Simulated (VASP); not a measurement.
A run of VASP 6.6.1 is set up as follows.

INCAR

```
PREC     = Accurate       # precision mode
ENCUT    = 600            # plane-wave cutoff, eV
EDIFF    = 1E-6           # SCF threshold, eV
ISMEAR   = 0              # smearing method
SIGMA    = 0.1            # smearing width, eV
LREAL    = False          # projectors in reciprocal space
LASPH    = True           # aspherical terms in the spheres
NELM     = 80             # most SCF steps
ALGO     = Normal         # electronic algorithm
ISIF     = 4              # what is computed and relaxed
LWAVE    = False          # write WAVECAR
LCHARG   = False          # write CHGCAR
GGA      = PS             # functional
IBRION   = 2              # ionic algorithm
NSW      = 50             # ionic steps
EDIFFG   = -0.01          # ionic threshold
```

File KPOINTS:

```
Automatic mesh
0
Gamma
  18 18 18
```

Contents of POSCAR:

```
TiH2
1.0
   -1.5369309200      1.5369309200      1.9445463911
    1.5369309200     -1.5369309200      1.9445463911
    1.5369309200      1.5369309200     -1.9445463911
Ti H
1 2
Direct
    0.0000000000      0.0000000000      0.0000000000
    0.7500000000      0.2500000000      0.5000000000
    0.2500000000      0.7500000000      0.5000000000
```

Potentials or basis: VASP PAW PBE potentials, release 64 (Ti_sv, H).

Run with:

```bash
$ cat potpaw_PBE.64/Ti_sv/POTCAR potpaw_PBE.64/H/POTCAR > POTCAR
$ mpirun -np 1 vasp_std > vasp.out
```

(1) Estimate the band gap on the k mesh.

## Answers

(1) zero (bands 7 and 8 overlap by 0.80 eV).
